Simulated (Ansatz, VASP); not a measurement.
# Two plane-wave programs on Re

Contents of INCAR:

```
PREC     = Accurate       # precision mode
ENCUT    = 600            # plane-wave cutoff, eV
EDIFF    = 1E-6           # SCF threshold, eV
ISMEAR   = -1             # smearing method
SIGMA    = 0.1            # smearing width, eV
LREAL    = False          # projectors in reciprocal space
LASPH    = True           # aspherical terms in the spheres
NELM     = 100            # most SCF steps
ALGO     = Normal         # electronic algorithm
ISIF     = 3              # what is computed and relaxed
LWAVE    = False          # write WAVECAR
LCHARG   = False          # write CHGCAR
GGA      = RE             # functional
IBRION   = 2              # ionic algorithm
NSW      = 80             # ionic steps
EDIFFG   = -0.01          # ionic threshold
```

KPOINTS

```
Automatic mesh
0
Gamma
  8 8 12
```

The input POSCAR:

```
Re
1.0
    4.3646887072      0.0000000000      0.0000000000
   -2.1823443536      3.7799313000      0.0000000000
    0.0000000000      0.0000000000      2.6755541775
Re
3
Direct
    0.0000000000      0.0000000000      0.0000000000
    0.3333333333      0.6666666667      0.5000000000
    0.6666666667      0.3333333333      0.5000000000
```

Input for Ansatz:

```yaml
crystal:
  lattice:
    - [4.3646887072, 0.0, 0.0]
    - [-2.1823443536, 3.7799313, 0.0]
    - [0.0, 0.0, 2.6755541775]
  atoms:
    - { symbol: Re, position: [0.0, 0.0, 0.0] }
    - { symbol: Re, position: [0.3333333333, 0.6666666667, 0.5] }
    - { symbol: Re, position: [0.6666666667, 0.3333333333, 0.5] }
hamiltonian:
  xc: revpbe
  pseudopotentials:
    kind: paw
    azcp:
      Re: "pseudopotentials/Re.paw.azcp"
basis:
  ecutwfc: 420
  fft_grid_basis: typed
kpoints:
  mp_grid: { grid: [8, 8, 12], shift: [0, 0, 0] }
magnetization:
  spin_polarized: false
scf:
  occupations: { method: fermi_dirac, width: 0.1 }
relax:
  max_steps: 60
  f_tol: 0.01
  cell: {}
```

Alike in both runs: task relaxation of cell and atoms; functional revPBE; k mesh 8 × 8 × 12; occupations fermi-dirac, width 0.1 eV; no spin polarisation.

```csv
,VASP,Ansatz
version,VASP 6.6.1,Ansatz 0.2.0
potentials or method,"VASP PAW PBE potentials, release 64 (Re), cutoff 600 eV","plane waves (420 eV) with PAW, scalar-relativistic"
valence electrons in the cell,21,45
```

```csv
,VASP,Ansatz,Ansatz less VASP
relaxed volume (Å³/atom),15.29,15.32,+0.034
relaxed length of the cell vector where the two differ most in proportion (Å),4.386,4.391,+0.0053
```

VASP's potentials were made for PBE, not for revPBE. VASP's potentials hold 21 valence electrons a cell and Ansatz's 45, so a difference there can come from the potentials and not from the codes.

Spin-orbit coupling is off throughout.
